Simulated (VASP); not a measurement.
# CdS (I-4m2) in VASP: settings compared

Aim: see how the results for CdS move with the level of theory and the settings. Levels: r2SCAN, PBE. Tasks: dielectric tensor, G0W0 quasiparticle levels.

Program: VASP 6.6.1. These are calculated values, not measurements. Logs are shortened: lines on timing, memory, paths and dates and some standing lists are left out, and cuts for length are marked.

## (1) The cell of the first run

Symmetry: I-4m2, No. 119, tetragonal system. Conventional cell: a = 3.990 Å, b = 3.990 Å, c = 6.211 Å, α = 90.00°, β = 90.00°, γ = 90.00°. Cd (site symmetry -4m2) has 4 S at 2.53 Å within 3.3 Å. Within 3.3 Å of S (site symmetry -4m2) lie 4 Cd at 2.53 Å.

## (2) Dielectric tensor, r2SCAN (epitaxial xy strain -4.0%)

Contents of INCAR:

```
SYSTEM = CdS
PREC = Accurate
ENCUT = 520
EDIFF = 1E-8
ISMEAR = 0
SIGMA = 0.01
LREAL = .False.
LASPH = .True.
NELM = 60
ALGO = Normal
ISIF = 2
LWAVE = .False.
LCHARG = .False.
METAGGA = R2SCAN
LMIXTAU = .True.
LCALCEPS = .True.
```

Contents of KPOINTS:

```
Automatic mesh
0
Gamma
  6 6 6
  0 0 0
```

Contents of POSCAR:

```
CdS
1.0
    0.0000000000      2.8216462493      3.1054065889
    2.8216462493      0.0000000000      3.1054065889
    2.8216462493      2.8216462493      0.0000000000
Cd S
1 1
Direct
    0.0000000000      0.0000000000      0.0000000000
    0.2500000000      0.2500000000      0.2500000000
```

Potentials or basis: VASP PAW PBE potentials, release 64 (Cd, S).

Command:

```
$ cat potpaw_PBE.64/Cd/POTCAR potpaw_PBE.64/S/POTCAR > POTCAR
$ mpirun -np 1 vasp_std > vasp.out
```

OUTCAR:

```text
SYSTEM = CdS
   PREC = Accurate
   ENCUT = 520
   EDIFF = 1E-8
   ISMEAR = 0
   LREAL = .False.
   LASPH = .True.
   NELM = 60
   ISIF = 2
   METAGGA = R2SCAN

 ion  position               nearest neighbor table
   1  0.000  0.000  0.000-   2 2.53   2 2.53   2 2.53   2 2.53
   2  0.250  0.250  0.250-   1 2.53   1 2.53   1 2.53   1 2.53

  LATTYP: Found a body centered tetragonal cell.
 ALAT       =     3.9904103940
 C/A-ratio  =     1.5564346933

  Lattice vectors:

 A1 = (  -2.8216462493,   0.0000000000,   3.1054065889)
 A2 = (   2.8216462493,   0.0000000000,   3.1054065889)
 A3 = (   0.0000000000,   2.8216462493,  -3.1054065889)

Analysis of symmetry for initial positions (statically):
=====================================================================
 Subroutine PRICEL returns:
 Original cell was already a primitive cell.

 Routine SETGRP: Setting up the symmetry group for a
 body centered tetragonal supercell.

 Subroutine GETGRP returns: Found  8 space group operations
 (whereof  8 operations were pure point group operations)
 out of a pool of 16 trial point group operations.

The static configuration has the point symmetry D_2d.

Analysis of symmetry for dynamics (positions and initial velocities):
=====================================================================
 Subroutine PRICEL returns:
 Original cell was already a primitive cell.

 Routine SETGRP: Setting up the symmetry group for a
 body centered tetragonal supercell.

 Subroutine GETGRP returns: Found  8 space group operations
 (whereof  8 operations were pure point group operations)
 out of a pool of 16 trial point group operations.

The dynamic configuration has the point symmetry D_2d.

 Subroutine INISYM returns: Found  8 space group operations
 (whereof  8 operations are pure point group operations),
 and found     1 'primitive' translations

----------------------------------------------------------------------------------------

                                     Primitive cell

  volume of cell :      49.4486

  direct lattice vectors                    reciprocal lattice vectors
     0.000000000  2.821646249  3.105406589    -0.177201518  0.177201518  0.161009512
     2.821646249  0.000000000  3.105406589     0.177201518 -0.177201518  0.161009512
     2.821646249  2.821646249  0.000000000     0.177201518  0.177201518 -0.161009512

  length of vectors
     4.195859583  4.195859583  3.990410394     0.297867117  0.297867117  0.297867117

  position of ions in fractional coordinates (direct lattice)
     0.000000000  0.000000000  0.000000000
     0.250000000  0.250000000  0.250000000

  ion indices of the primitive-cell ions
   primitive index   ion index
                 1           1
                 2           2

----------------------------------------------------------------------------------------

 KPOINTS: Automatic mesh

Automatic generation of k-mesh.
 Grid dimensions read from file:
 generate k-points for:    6    6    6

 Generating k-lattice:

  Cartesian coordinates                     Fractional coordinates (reciprocal lattice)
    -0.029533586  0.029533586  0.026834919     0.166666667  0.000000000  0.000000000
     0.029533586 -0.029533586  0.026834919     0.000000000  0.166666667  0.000000000
     0.029533586  0.029533586 -0.026834919    -0.000000000 -0.000000000  0.166666667

  Length of vectors
     0.049644519  0.049644519  0.049644519

  Shift w.r.t. Gamma in fractional coordinates (k-lattice)
     0.000000000  0.000000000  0.000000000

 Subroutine IBZKPT returns following result:
 ===========================================

 Found     30 irreducible k-points:

 Following reciprocal coordinates:
            Coordinates               Weight
  0.000000  0.000000  0.000000      1.000000
  0.166667 -0.000000  0.000000      8.000000
  0.333333  0.000000  0.000000      8.000000
  0.500000  0.000000  0.000000      4.000000
  0.166667  0.166667  0.000000      2.000000
  0.333333  0.166667  0.000000      8.000000
[... 32 lines left out ...]
   LNONCOLLINEAR =      F non collinear calculations
   LSORBIT =      F    spin-orbit coupling
   LASPH  =      T    aspherical Exc in radial PAW
   ENCUT  =  520.0 eV  38.22 Ry    6.18 a.u.   7.80  7.80  7.42*2*pi/ulx,y,z
   NELM   =     60;   NELMIN=  2; NELMDL= -5     # of ELM steps
   EDIFF  = 0.1E-07   stopping-criterion for ELM
   LREAL  =      F    real-space projection
   EDIFFG = 0.1E-06   stopping-criterion for IOM
   NSW    =      0    number of steps for IOM
   IBRION =     -1    ionic relax: 0-MD 1-quasi-New 2-CG
   NFREE  =      0    steps in history (QN), initial steepest desc. (CG)
   ISIF   =      2    stress and relaxation
   ISYM   =      2    0-nonsym 1-usesym 2-fastsym
   POTIM  = 0.5000    time-step for ionic-motion
   TEBEG  =    0.0;   TEEND  =   0.0 temperature during run
   PSTRESS=    0.0 pullay stress
   NELECT =      18.0000    total number of electrons
   NUPDOWN=      -1.0000    fix difference up-down
   EMIN   =  10.00;   EMAX   =-10.00  energy-range for DOS
   EFERMI =   0.00;   METHOD = LEGACY
   ISMEAR =     0;   SIGMA  =   0.01  broadening in eV -4-tet -1-fermi 0-gaus
   EFERMI_NEDOS =   21; number of points for ismear=-14 and -15
   IALGO  =     38    algorithm
   IMIX   =      4    mixing-type and parameters
     AMIX     =   0.40;   BMIX     =  1.00
     AMIX_MAG =   1.60;   BMIX_MAG =  1.00
  volume/ion in A,a.u.               =      24.72       166.85
  Fermi-wavevector in a.u.,A,eV,Ry     =   1.168910  2.208920 18.590333  1.366351
  Thomas-Fermi vector in A             =   2.305390
   LORBIT       =      0    0 simple, 1 ext, 2 COOP (PROOUT), +10 PAW based schemes
   METAGGA = R2SCAN    functional components
   LHFCALC =     F    Hartree Fock is set to
   AEXX    =    0.0000 exact exchange contribution
   IVDW    =     0    specifies the selected vdW correction
   LEPSILON=     F    determine dielectric tensor
   LRPA    =     F    only Hartree local field effects (RPA)
   LRPA       =     F
 non-spin polarized calculation
 Gauss-broadening in eV      SIGMA  =   0.01
  energy-cutoff  :      520.00
  volume of cell :       49.45
 maximum number of plane-waves:      1356
   NGX = 15   NGY = 15   NGZ = 15

 number of electron      18.0000001 magnetization

 Free energy of the ion-electron system (eV)
  ---------------------------------------------------
  ext. energy  EPLUGINS =         0.00000000
  ---------------------------------------------------
  free energy    TOTEN  =       -29.65609950 eV

  energy without entropy =      -29.65609950  energy(sigma->0) =      -29.65609950

 E-fermi :   1.2236     XC(G=0):  -9.7561

 val. band max:        1.1813948360   @ k =   0.0000   0.0000   0.0000
 cond. band min:   10000.0000000000   @ k =   0.0000   0.0000   0.0000
 fundamental gap:   9998.8186051640
 Fermi energy:         1.2235805453

 k-point     1 :       0.0000    0.0000    0.0000
  band No.  band energies     occupation
      1     -11.7988      2.00000
      2      -6.9396      2.00000
      3      -6.8709      2.00000
      4      -6.8698      2.00000
      5      -6.4057      2.00000
      6      -6.3741      2.00000
      7       0.8306      2.00000
      8       1.1808      2.00000
      9       1.1814      2.00000
     10   10000.0000      0.00000
     11   10000.0000      0.00000
     12   10000.0000      0.00000
     13   10000.0000      0.00000
[... 354 lines left out ...]
  band No.  band energies     occupation
      1     -11.2418      2.00000
      2      -6.6939      2.00000
      3      -6.6048      2.00000
      4      -6.5222      2.00000
      5      -6.3249      2.00000
      6      -5.9047      2.00000
      7      -2.5976      2.00000
      8      -1.1213      2.00000
      9      -0.6708      2.00000
     10   10000.0000      0.00000
     11   10000.0000      0.00000
     12   10000.0000      0.00000
     13   10000.0000      0.00000

 [... further k-points ...]

------------------------ aborting loop because EDIFF is reached ----------------------------------------

            Ionic dipole moment: p[ion]=(     8.46494     8.46494     9.31622 ) |e| Angst

 Total electronic dipole moment: p[elc]=(     0.00582     0.00582     0.01908 ) |e| Angst

 MACROSCOPIC STATIC DIELECTRIC TENSOR (including local field effects)
 ------------------------------------------------------
           5.328612     0.000000     0.000000
           0.000000     5.328612     0.000000
           0.000000     0.000000     5.641357
 ------------------------------------------------------

 PIEZOELECTRIC TENSOR (including local field effects) (e Angst)
          XX          YY          ZZ          XY          YZ          ZX
  --------------------------------------------------------------------------------
  x     0.00000     0.00000     0.00000     0.00000    -1.92492     0.00000
  y     0.00000     0.00000     0.00000    -0.00000     0.00000    -1.92492
  z     0.00000     0.00000     0.00000    -1.67450     0.00000     0.00000

 PIEZOELECTRIC TENSOR (including local field effects) (C/m^2)
          XX          YY          ZZ          XY          YZ          ZX
  --------------------------------------------------------------------------------
  x     0.00000     0.00000     0.00000     0.00000    -0.62369     0.00000
  y     0.00000     0.00000     0.00000    -0.00000     0.00000    -0.62369
  z     0.00000     0.00000     0.00000    -0.54255     0.00000     0.00000

 BORN EFFECTIVE CHARGES (including local field effects) (in |e|, cummulative output)
 ---------------------------------------------------------------------------------
 ion    1
    1     2.10939     0.00000     0.00000
    2     0.00000     2.10939     0.00000
    3     0.00000     0.00000     2.30376
 ion    2
    1    -2.10939     0.00000    -0.00000
    2     0.00000    -2.10939    -0.00000
    3     0.00000     0.00000    -2.30376

  FORCE on cell =-STRESS in cart. coord.  units (eV):
  Direction    XX          YY          ZZ          XY          YZ          ZX
  --------------------------------------------------------------------------------------
  -------------------------------------------------------------------------------------
  Total        0.7544168      0.7544168      0.1145255      0.0000000      0.0000000      0.0000000
  in kB       24.4437791     24.4437791      3.7107288      0.0000000      0.0000000      0.0000000
  external PRESSURE =      17.5327623 kB  Pullay stress =       0.0000000 kB

 VOLUME and BASIS-vectors are now :
 -----------------------------------------------------------------------------
  energy-cutoff  :      520.00
  volume of cell :       49.45
      direct lattice vectors                 reciprocal lattice vectors
     0.000000000  2.821646249  3.105406589    -0.177201518  0.177201518  0.161009512
     2.821646249  0.000000000  3.105406589     0.177201518 -0.177201518  0.161009512
     2.821646249  2.821646249  0.000000000     0.177201518  0.177201518 -0.161009512

 POSITION                                       TOTAL-FORCE (eV/Angst)
 -----------------------------------------------------------------------------------
      0.00000      0.00000      0.00000        -0.000000     -0.000000     -0.000000
      1.41082      1.41082      1.55270         0.000000      0.000000      0.000000
 -----------------------------------------------------------------------------------
    total drift:                               -0.000000     -0.000000     -0.000046

  FREE ENERGIE OF THE ION-ELECTRON SYSTEM (eV)
  ---------------------------------------------------
  free  energy   TOTEN  =       -29.6560994954 eV

  energy  without entropy=      -29.6560994954  energy(sigma->0) =      -29.65609950
```

Wall time 26 min (1 thread of Intel Xeon Platinum 8375C at 2.90GHz (Ice Lake), shared host); peak memory 0.42 GiB.

What came out:

```
Band gap on the k mesh                  : 1.47 eV
Electronic dielectric tensor (diagonal) : 5.33, 5.33, 5.64
Born charges (mean of the diagonal)     : Cd +2.17; S -2.17 e
```

Levels at points of the mesh, in eV from the valence-band top:
| k point | band 7 | band 8 | band 9 | band 10 | band 11 | band 12 |
| --- | --- | --- | --- | --- | --- | --- |
| (0.00, 0.00, 0.00) | -0.35 | 0.00 | 0.00 | 1.47 | 7.02 | 7.03 |
| (0.50, 0.00, 0.00) | -4.56 | -1.08 | -0.66 | 3.27 | 7.12 | 7.80 |
| (0.50, 0.50, 0.00) | -4.47 | -1.75 | -1.75 | 4.03 | 5.21 | 9.02 |
| (0.50, 0.00, 0.50) | -3.87 | -2.23 | -2.05 | 3.62 | 4.39 | 10.01 |

Electronic dielectric tensor:
```
5.33 0.00 0.00
0.00 5.33 0.00
0.00 0.00 5.64
```

Born effective charge tensors (e):
atom 1, Cd
```
2.11 0.00 0.00
0.00 2.11 0.00
0.00 0.00 2.30
```
atom 2, S
```
-2.11  0.00  0.00
 0.00 -2.11  0.00
 0.00  0.00 -2.30
```

Dipole moments of the cell (e·Å, modulo the quantum): ionic 8.465, 8.465, 9.316; electronic 0.006, 0.006, 0.019

Caveat: the cell differs from its parent crystal (epitaxial xy strain -4.0%); the structure was generated, so it needn't be the stable form of CdS; the PAW data sets were made with another functional, which shifts forces and pressure a little.

(Part 1 of 3 ends here.)

The gap in the log of VASP goes by the Fermi energy; the results here count the filled bands.